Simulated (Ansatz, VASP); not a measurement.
# One calculation of F, two programs

```
CELL_PARAMETERS angstrom
3.07127 -1.76517 -0.23688
3.07127 1.76517 -0.23688
-2.30936 0.00000 7.06900
ATOMIC_POSITIONS crystal
F 0.08485 0.08485 0.10999
F 0.91515 0.91515 0.89001
F 0.50157 0.50157 0.59372
F 0.49843 0.49843 0.40628
```

Alike in both runs: task single point; functional PBEsol; k mesh 4 × 4 × 2; occupations gaussian, width 0.05 eV; no spin polarisation.

```csv
,VASP,Ansatz
version,VASP 6.6.1,Ansatz 0.2.0
potentials or method,"VASP PAW PBE potentials, release 64 (F), cutoff 520 eV","scalar-relativistic, plane waves, PAW"
valence electrons in the cell,28,28
```

|  | VASP | Ansatz | Ansatz less VASP |
| --- | --- | --- | --- |
| gap on the k mesh at the Fermi level (eV) | 1.59 | 1.63 | +0.037 |
| least direct gap on the mesh (eV) | 1.68 | 1.72 | +0.039 |
| pressure (GPa) | -3.4 | -3.6 | -0.14 |
| traceless stress, the component that is largest in VASP (GPa) | -4.56 | -5.69 | -1.127 |
| rms of the force components (eV/Å) | 1.396 | 1.417 | +0.0212 |

VASP's potentials were made for PBE, not for PBEsol. Atom by atom the forces differ by 0.200 eV/Å (rms over components).

The k mesh is coarse, so the values compare programs but aren't converged.
